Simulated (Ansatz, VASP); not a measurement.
## Two plane-wave programs on CdF2

File INCAR:

```
PREC     = Accurate       # precision mode
ENCUT    = 520            # plane-wave cutoff, eV
EDIFF    = 1E-7           # SCF threshold, eV
ISMEAR   = 0              # smearing method
SIGMA    = 0.05           # smearing width, eV
LREAL    = False          # projectors in reciprocal space
LASPH    = True           # aspherical terms in the spheres
NELM     = 80             # most SCF steps
ALGO     = Normal         # electronic algorithm
ISIF     = 2              # what is computed and relaxed
LWAVE    = False          # write WAVECAR
LCHARG   = False          # write CHGCAR
GGA      = PS             # functional
NBANDS   = 20             # bands
```

The input KPOINTS:

```
regular mesh
0
Gamma
  8 8 8
```

POSCAR

```
CdF2
1.0
    0.0000000000      2.7641927239      2.6555599499
    2.7641927239      0.0000000000      2.6555599499
    2.7641927239      2.7641927239      0.0000000000
Cd F
1 2
Direct
    0.0000000000      0.0000000000      0.0000000000
    0.2500000000      0.2500000000      0.2500000000
    0.7500000000      0.7500000000      0.7500000000
```

Input for Ansatz:

```yaml
crystal:
  lattice:
    - [0.0, 2.7641927239, 2.6555599499]
    - [2.7641927239, 0.0, 2.6555599499]
    - [2.7641927239, 2.7641927239, 0.0]
  atoms:
    - { symbol: Cd, position: [0.0, 0.0, 0.0] }
    - { symbol: F, position: [0.25, 0.25, 0.25] }
    - { symbol: F, position: [0.75, 0.75, 0.75] }
basis:
  ecutwfc: 520.0
kpoints:
  mp_grid: { grid: [8, 8, 8] }
hamiltonian:
  xc: pbesol
scf:
  occupations: { method: gaussian, width: 0.05 }
output:
  forces: true
  stress: true
  eigenvalues: true
```

Alike in both runs: task single point; functional PBEsol; k mesh 8 × 8 × 8; occupations gaussian, width 0.05 eV; no spin polarisation.

|  | VASP | Ansatz |
| --- | --- | --- |
| version | VASP 6.6.1 | Ansatz 0.2.0 |
| potentials or method | VASP PAW PBE potentials, release 64 (Cd, F), cutoff 520 eV | scalar-relativistic, plane waves, PAW |
| valence electrons in the cell | 26 | 34 |

```csv
,VASP,Ansatz,Ansatz less VASP
gap on the k mesh at the Fermi level (eV),2.72,2.75,+0.030
least direct gap on the mesh (eV),3.26,3.29,+0.030
pressure (GPa),-3.3,-3.9,-0.62
"traceless stress, the component that is largest in VASP (GPa)",2.87,2.91,+0.043
```

VASP's potentials were made for PBE, not for PBEsol. With one functional, cell and mesh, what is left measures potentials, basis and numerics. VASP's potentials hold 26 valence electrons a cell and Ansatz's 34, so a difference there can come from the potentials and not from the codes.
